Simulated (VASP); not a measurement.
**LiCl: single point with HSE06**

Crystal: LiCl.

```
Li Cl
1.0
     0.00000    2.73304    2.73304
     2.73304    0.00000    2.73304
     2.73304    2.73304    0.00000
Li Cl
1 1
Cartesian
  0.0000 0.0000 0.0000
  1.3665 1.3665 1.3665
```

```
Program             : VASP 6.6.1
Task                : single point
Functional          : HSE06
Potentials or basis : VASP PAW PBE potentials, release 64 (Li_sv, Cl)
Cutoff              : 520 eV
k mesh              : 6 × 6 × 6
Occupations         : gaussian, width 0.01 eV
Spin                : no spin polarisation
```

| Property | Result |
| --- | --- |
| Band gap on the k mesh | 7.39 eV, direct |

Levels at points of the mesh, in eV from the valence-band top:
| k point | band 1 | band 2 | band 3 | band 4 | band 5 | band 6 | band 7 | band 8 | band 9 | band 10 |
| --- | --- | --- | --- | --- | --- | --- | --- | --- | --- | --- |
| (0.00, 0.00, 0.00) | -45.54 | -13.94 | 0.00 | 0.00 | 0.00 | 7.39 | 11.73 | 11.73 | 11.73 | 16.23 |
| (0.50, 0.00, 0.00) | -45.54 | -13.61 | -2.18 | -0.31 | -0.31 | 9.81 | 11.86 | 11.86 | 12.23 | 17.97 |
| (0.50, 0.50, 0.00) | -45.54 | -13.51 | -1.78 | -0.90 | -0.90 | 7.94 | 11.09 | 15.21 | 15.67 | 15.67 |

It took 11 min on 1 thread of AMD EPYC 9R14 (Zen 4), with other jobs on the host, peak memory 0.24 GiB.
